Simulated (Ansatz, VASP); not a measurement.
# Si2Ge3: VASP beside Ansatz

```
Si Ge
1.0
     2.78933    0.00000    0.00000
    -1.39466    2.41563    0.00000
     0.00000    0.00000   13.09670
Si Ge
2 3
Cartesian
  0.0000 0.0000 11.7870
  0.0000 0.0000 1.3097
  0.0000 0.0000 3.9290
  0.0000 0.0000 6.5483
  0.0000 0.0000 9.1677
```

Alike in both runs: task single point; functional PBE; k mesh 6 × 6 × 2; occupations gaussian, width 0.1 eV; no spin polarisation.

```csv
,VASP,Ansatz
version,VASP 6.6.1,Ansatz 0.2.0
potentials or method,"VASP PAW PBE potentials, release 64 (Si, Ge_d), cutoff 520 eV","scalar-relativistic, plane waves, PAW"
valence electrons in the cell,50,50
```

|  | VASP | Ansatz | Ansatz less VASP |
| --- | --- | --- | --- |
| gap on the k mesh at the Fermi level (eV) | none | none | - |
| pressure (GPa) | 1.9 | 1.9 | -0.02 |
| traceless stress, the component that is largest in VASP (GPa) | 10.50 | 10.51 | +0.008 |
| rms of the force components (eV/Å) | 0.221 | 0.219 | -0.0018 |

Atom by atom the forces differ by 0.002 eV/Å (rms over components). A gap of «none» marks a metal or a gap that the smearing closes. The functional is the same, so the differences come from potentials, cutoffs and numerics.

The k mesh is coarse, so the values compare programs but aren't converged.
